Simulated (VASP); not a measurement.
# MgAl6N8 (a cell with a defect) in VASP: notebook

The runs below take MgAl6N8 (a cell with a defect) through single point, with PBE.

Everything below comes from runs of VASP 6.6.1. Logs are shortened: lines on timing, memory, paths and dates and some standing lists are left out, and cuts for length are marked.

## Step 1: The cell of the first run

The cell holds a defect, 15 atoms: a = 6.220 Å, b = 5.387 Å, c = 4.980 Å, α = 90.00°, β = 90.00°, γ = 90.00°.

## Step 2: Single point, PBE

INCAR

```
SYSTEM = MgAl6N8
PREC     = Accurate       ! precision mode
ENCUT    = 750            ! plane-wave cutoff, eV
EDIFF    = 1E-6           ! SCF threshold, eV
ISMEAR   = -1             ! smearing method
SIGMA    = 0.05           ! smearing width, eV
LREAL    = Auto         
LASPH    = .True.         ! aspherical terms in the spheres
NELM     = 120            ! most SCF steps
ALGO     = Normal         ! electronic algorithm
ISIF     = 2              ! what is computed and relaxed
LWAVE    = .False.        ! write WAVECAR
LCHARG   = .False.        ! write CHGCAR
GGA      = PE             ! functional
NBANDS   = 47             ! bands
GGA_COMPAT= .False.
```

KPOINTS

```
regular mesh
0
Gamma
  2 2 2
  0 0 0
```

POSCAR

```
MgAl6N8
1.0
   -3.1100000000     -5.3866780000      0.0000000000
    4.6650000000     -2.6933390000      0.0000000000
    0.0000000000      0.0000000000      4.9800000000
Al N Mg
6 8 1
Direct
    0.4938878977      0.6756219425     -0.0021524096
    0.2370604909      0.1587852361     -0.0006154618
    0.2443804173      0.8243616501      0.5018793173
   -0.0000915209      0.6638800365      0.0001451807
    0.0042904439      0.3729020966      0.5398124498
    0.7601107763      0.8181647405      0.4978951807
    0.5006282409      0.7781322249      0.3489220884
    0.4746691943      0.3412652078      0.9791381526
    0.1206825455      0.1134235191      0.3568323293
    0.2420096450      0.8345674160      0.8694718876
    0.0051808183      0.6543872122      0.3701339357
    0.0065572963      0.3416450571      0.8880150602
    0.8927087172      0.1090778372      0.3644126506
    0.7506364804      0.8006292506      0.8614224900
    0.7398555999      0.1548672917     -0.0039871486
```

Potentials or basis: VASP PAW PBE potentials, release 64 (Al, N, Mg_sv).

Launch:

```console
> cat potpaw_PBE.64/Al/POTCAR potpaw_PBE.64/N/POTCAR potpaw_PBE.64/Mg_sv/POTCAR > POTCAR
> mpirun -np 1 vasp_std > vasp.out
```

OUTCAR:

```text
SYSTEM = MgAl6N8
   PREC = Accurate
   ENCUT = 750
   EDIFF = 1E-6
   ISMEAR = -1
   LREAL = Auto
   LASPH = .True.
   NELM = 120
   ISIF = 2
   GGA = PE

 ion  position               nearest neighbor table
   1  0.494  0.676  0.998-   8 1.81   7 1.83  14 1.86  10 1.90   3 3.03   2 3.05   3 3.06   4 3.07
                             6 3.09   6 3.09   4 3.15   2 3.21
   2  0.237  0.159  0.999-   8 1.78  12 1.83  10 1.86   9 1.94   5 2.94   4 3.05   1 3.05   3 3.06
                             3 3.08   4 3.09   1 3.21   5 3.27
   3  0.244  0.824  0.502-   7 1.78  10 1.83  11 1.87   9 1.88   5 2.86   6 3.01   1 3.03   4 3.04
                             4 3.05   1 3.06   2 3.06   2 3.08   6 3.21   5 3.32
   4  1.000  0.664  0.000-  12 1.82  11 1.84  14 1.85  10 1.88   5 2.78   6 3.01   6 3.03   3 3.04
                             2 3.05   3 3.05   1 3.07   2 3.09   5 3.11   1 3.15
   5  0.004  0.373  0.540-  11 1.74  12 1.74  13 1.81   9 1.82   4 2.78   6 2.85   3 2.86   2 2.94
                             4 3.11   2 3.27   3 3.32   6 3.36
   6  0.760  0.818  0.498-   7 1.79  14 1.81  11 1.87  13 1.89   5 2.85   4 3.01   3 3.01   4 3.03
                             1 3.09   1 3.09   3 3.21   5 3.36
   7  0.501  0.778  0.349-   3 1.78   6 1.79   1 1.83
   8  0.475  0.341  0.979-   2 1.78   1 1.81  15 1.93
   9  0.121  0.113  0.357-  13 1.42   5 1.82   3 1.88   2 1.94
  10  0.242  0.835  0.869-   3 1.83   2 1.86   4 1.88   1 1.90
  11  0.005  0.654  0.370-   5 1.74   4 1.84   3 1.87   6 1.87
  12  0.007  0.342  0.888-   5 1.74   4 1.82   2 1.83  15 2.01
  13  0.893  0.109  0.364-   9 1.42   5 1.81   6 1.89
  14  0.751  0.801  0.861-   6 1.81   4 1.85   1 1.86  15 2.02
  15  0.740  0.155  0.996-   8 1.93  12 2.01  14 2.02

  LATTYP: Found a simple orthorhombic cell.
 ALAT       =     4.9800000000
 B/A-ratio  =     1.0816622507
 C/A-ratio  =     1.2489959819

  Lattice vectors:

 A1 = (   0.0000000000,   0.0000000000,  -4.9800000000)
 A2 = (   4.6650000000,  -2.6933390000,   0.0000000000)
 A3 = (  -3.1100000000,  -5.3866780000,   0.0000000000)

Analysis of symmetry for initial positions (statically):
=====================================================================
 Subroutine PRICEL returns:
 Original cell was already a primitive cell.

 Routine SETGRP: Setting up the symmetry group for a
 simple orthorhombic supercell.

 Subroutine GETGRP returns: Found  1 space group operations
 (whereof  1 operations were pure point group operations)
 out of a pool of  8 trial point group operations.

The static configuration has the point symmetry C_1 .

Analysis of symmetry for dynamics (positions and initial velocities):
=====================================================================
 Subroutine PRICEL returns:
 Original cell was already a primitive cell.

 Routine SETGRP: Setting up the symmetry group for a
 simple orthorhombic supercell.

 Subroutine GETGRP returns: Found  1 space group operations
 (whereof  1 operations were pure point group operations)
 out of a pool of  8 trial point group operations.

The dynamic configuration has the point symmetry C_1 .

 Subroutine INISYM returns: Found  1 space group operations
 (whereof  1 operations are pure point group operations),
 and found     1 'primitive' translations

----------------------------------------------------------------------------------------

                                     Primitive cell

  volume of cell :     166.8556

  direct lattice vectors                    reciprocal lattice vectors
    -3.110000000 -5.386678000  0.000000000    -0.080385852 -0.139232380  0.000000000
     4.665000000 -2.693339000  0.000000000     0.160771704 -0.092821587  0.000000000
     0.000000000  0.000000000  4.980000000     0.000000000  0.000000000  0.200803213

  length of vectors
     6.219999990  5.386678009  4.980000000     0.160771704  0.185643173  0.200803213

  position of ions in fractional coordinates (direct lattice)
     0.493887898  0.675621943  0.997847590
     0.237060491  0.158785236  0.999384538
     0.244380417  0.824361650  0.501879317
     0.999908479  0.663880036  0.000145181
     0.004290444  0.372902097  0.539812450
     0.760110776  0.818164741  0.497895181
     0.500628241  0.778132225  0.348922088
     0.474669194  0.341265208  0.979138153
     0.120682546  0.113423519  0.356832329
     0.242009645  0.834567416  0.869471888
     0.005180818  0.654387212  0.370133936
     0.006557296  0.341645057  0.888015060
[... 37 lines left out ...]
  Length of vectors
     0.080385852  0.092821587  0.100401606

  Shift w.r.t. Gamma in fractional coordinates (k-lattice)
     0.000000000  0.000000000  0.000000000

 Subroutine IBZKPT returns following result:
 ===========================================

 Found      8 irreducible k-points:

 Following reciprocal coordinates:
            Coordinates               Weight
  0.000000  0.000000  0.000000      1.000000
  0.500000  0.000000  0.000000      1.000000
 -0.000000  0.500000  0.000000      1.000000
  0.500000  0.500000  0.000000      1.000000
  0.000000  0.000000  0.500000      1.000000
  0.500000  0.000000  0.500000      1.000000
 -0.000000  0.500000  0.500000      1.000000
  0.500000  0.500000  0.500000      1.000000
   k-points           NKPTS =      8   k-points in BZ     NKDIM =      8   number of bands    NBANDS=     47
   number of dos      NEDOS =    301   number of ions     NIONS =     15
   total plane-waves  NPLWV = 129024
   dimension x,y,z NGX =    56 NGY =   48 NGZ =   48
   dimension x,y,z NGXF=   112 NGYF=   96 NGZF=   96
   ions per type =               6   8   1
   NGX,Y,Z   is equivalent  to a cutoff of  14.97, 14.81, 16.02 a.u.
   NGXF,Y,Z  is equivalent  to a cutoff of  29.93, 29.63, 32.05 a.u.
 SYSTEM =  MgAl6N8
   PREC   = accura    normal or accurate (medium, high low for compatibility)
   ISTART =      0    job   : 0-new  1-cont  2-samecut
   ICHARG =      2    charge: 1-file 2-atom 10-const
   ISPIN  =      1    spin polarized calculation?
   LNONCOLLINEAR =      F non collinear calculations
   LSORBIT =      F    spin-orbit coupling
   LASPH  =      T    aspherical Exc in radial PAW
   ENCUT  =  750.0 eV  55.12 Ry    7.42 a.u.  13.89 12.03 11.12*2*pi/ulx,y,z
   NELM   =    120;   NELMIN=  2; NELMDL= -5     # of ELM steps
   EDIFF  = 0.1E-05   stopping-criterion for ELM
   LREAL  =      T    real-space projection
   EDIFFG = 0.1E-04   stopping-criterion for IOM
   NSW    =      0    number of steps for IOM
   IBRION =     -1    ionic relax: 0-MD 1-quasi-New 2-CG
   NFREE  =      0    steps in history (QN), initial steepest desc. (CG)
   ISIF   =      2    stress and relaxation
   ISYM   =      2    0-nonsym 1-usesym 2-fastsym
   POTIM  = 0.5000    time-step for ionic-motion
   TEBEG  =    0.0;   TEEND  =   0.0 temperature during run
   PSTRESS=    0.0 pullay stress
   NELECT =      68.0000    total number of electrons
   NUPDOWN=      -1.0000    fix difference up-down
   EMIN   =  10.00;   EMAX   =-10.00  energy-range for DOS
   EFERMI =   0.00;   METHOD = LEGACY
   ISMEAR =    -1;   SIGMA  =   0.05  broadening in eV -4-tet -1-fermi 0-gaus
   EFERMI_NEDOS =   21; number of points for ismear=-14 and -15
   IALGO  =     38    algorithm
   IMIX   =      4    mixing-type and parameters
     AMIX     =   0.40;   BMIX     =  1.00
     AMIX_MAG =   1.60;   BMIX_MAG =  1.00
  volume/ion in A,a.u.               =      11.12        75.07
  Fermi-wavevector in a.u.,A,eV,Ry     =   1.213755  2.293664 20.044106  1.473200
  Thomas-Fermi vector in A             =   2.349196
   LORBIT       =      0    0 simple, 1 ext, 2 COOP (PROOUT), +10 PAW based schemes
   GGA     = PE    functional components
   LHFCALC =     F    Hartree Fock is set to
   AEXX    =    0.0000 exact exchange contribution
   IVDW    =     0    specifies the selected vdW correction
   LEPSILON=     F    determine dielectric tensor
   LRPA    =     F    only Hartree local field effects (RPA)
 non-spin polarized calculation
  energy-cutoff  :      750.00
  volume of cell :      166.86
 maximum number of plane-waves:      7804
 NGX is ok and might be reduce to    56
   NGX = 27   NGY = 25   NGZ = 23

 number of electron      67.9999999 magnetization

 Free energy of the ion-electron system (eV)
  ---------------------------------------------------
  ext. energy  EPLUGINS =         0.00000000
  ---------------------------------------------------
  free energy    TOTEN  =      -101.54757620 eV

  energy without entropy =     -101.51069302  energy(sigma->0) =     -101.52913461

 E-fermi :   4.9012     XC(G=0): -10.3152

 val. band max:        4.8168706471   @ k =   0.5000   0.5000   0.0000
 cond. band min:       4.9950480722   @ k =   0.5000   0.5000   0.5000
 fundamental gap:      0.1781774251
 Fermi energy:         4.9011555512

 k-point     1 :       0.0000    0.0000    0.0000
  band No.  band energies     occupation
      1     -67.7829      2.00000
      2     -34.6112      2.00000
      3     -34.5423      2.00000
      4     -34.5096      2.00000
      5     -14.0916      2.00000
      6      -9.9947      2.00000
[... 381 lines left out ...]
     45      13.7465      0.00000
     46      14.0570      0.00000
 [bands above 46 left out]

------------------------ aborting loop because EDIFF is reached ----------------------------------------

  FORCE on cell =-STRESS in cart. coord.  units (eV):
  Direction    XX          YY          ZZ          XY          YZ          ZX
  --------------------------------------------------------------------------------------
  -------------------------------------------------------------------------------------
  Total       23.8578787     15.6927186     20.0621538     -5.5001733     -1.9457312      0.9363668
  in kB      229.0876441    150.6843074    192.6404109    -52.8136539    -18.6832615      8.9911622
  external PRESSURE =     190.8041208 kB  Pullay stress =       0.0000000 kB

 VOLUME and BASIS-vectors are now :
 -----------------------------------------------------------------------------
  energy-cutoff  :      750.00
  volume of cell :      166.86
      direct lattice vectors                 reciprocal lattice vectors
    -3.110000000 -5.386678000  0.000000000    -0.080385852 -0.139232380  0.000000000
     4.665000000 -2.693339000  0.000000000     0.160771704 -0.092821587  0.000000000
     0.000000000  0.000000000  4.980000000     0.000000000  0.000000000  0.200803213

 POSITION                                       TOTAL-FORCE (eV/Angst)
 -----------------------------------------------------------------------------------
      1.61578     -4.48009      4.96928        -0.009286     -0.024642      0.003557
      0.00347     -1.70463      4.97694         0.012838      0.016240      0.010743
      3.08562     -3.53668      2.49936         0.017211      0.003208     -0.009524
     -0.01271     -7.17424      0.00072         0.007369      0.023684      0.016321
      1.72625     -1.02746      2.68827        -0.005442     -0.019362      0.001647
      1.45279     -6.29807      2.47952         0.001330     -0.008623     -0.004797
      2.07303     -4.79250      1.73763        -0.008385     -0.008924     -0.002230
      0.11578     -3.47603      4.87611         0.020168      0.000764     -0.002906
      0.15380     -0.95557      1.77702        -0.057004     -0.088229     -0.015063
      3.14061     -3.55140      4.32997        -0.005180     -0.006562      0.019843
      3.03660     -1.79039      1.84327         0.004626     -0.010471     -0.009319
      1.57338     -0.95549      4.42231         0.006768     -0.010625     -0.001134
     -2.26748     -5.10252      1.81477         0.036891      0.106326      0.015200
      1.40046     -6.19980      4.28988        -0.015525      0.022127     -0.017922
     -1.57849     -4.40247      4.96014        -0.006376      0.005088     -0.004416
 -----------------------------------------------------------------------------------
    total drift:                               -0.003178     -0.003182      0.006180

  FREE ENERGIE OF THE ION-ELECTRON SYSTEM (eV)
  ---------------------------------------------------
  free  energy   TOTEN  =      -101.5475761974 eV

  energy  without entropy=     -101.5106930238  energy(sigma->0) =     -101.52913461
```

It took 1.7 min on 1 thread of Intel Xeon 6975P-C (Granite Rapids), shared host; peak memory 0.35 GiB.

What came out:

| Quantity | Value |
| --- | --- |
| Free energy | -101.5476 eV |
| Pressure | 19.1 GPa |
| Largest force | 0.114 eV/Å |
| Band gap on the k mesh | zero (bands 34 and 35 overlap by 0.27 eV) |

Forces in eV/Å, atoms in the order of the input:
```
Al  -0.009 -0.025  0.004
Al   0.013  0.016  0.011
Al   0.017  0.003 -0.010
Al   0.007  0.024  0.016
Al  -0.005 -0.019  0.002
Al   0.001 -0.009 -0.005
N   -0.008 -0.009 -0.002
N    0.020  0.001 -0.003
N   -0.057 -0.088 -0.015
N   -0.005 -0.007  0.020
N    0.005 -0.010 -0.009
N    0.007 -0.011 -0.001
N    0.037  0.106  0.015
N   -0.016  0.022 -0.018
Mg  -0.006  0.005 -0.004
```

Stress tensor (GPa, compression positive):
```
22.91 -5.28  0.90
-5.28 15.07 -1.87
 0.90 -1.87 19.26
```

Caveat: the k points lie up to 0.63 Å⁻¹ apart.

(Continued in part 2 of 2.)
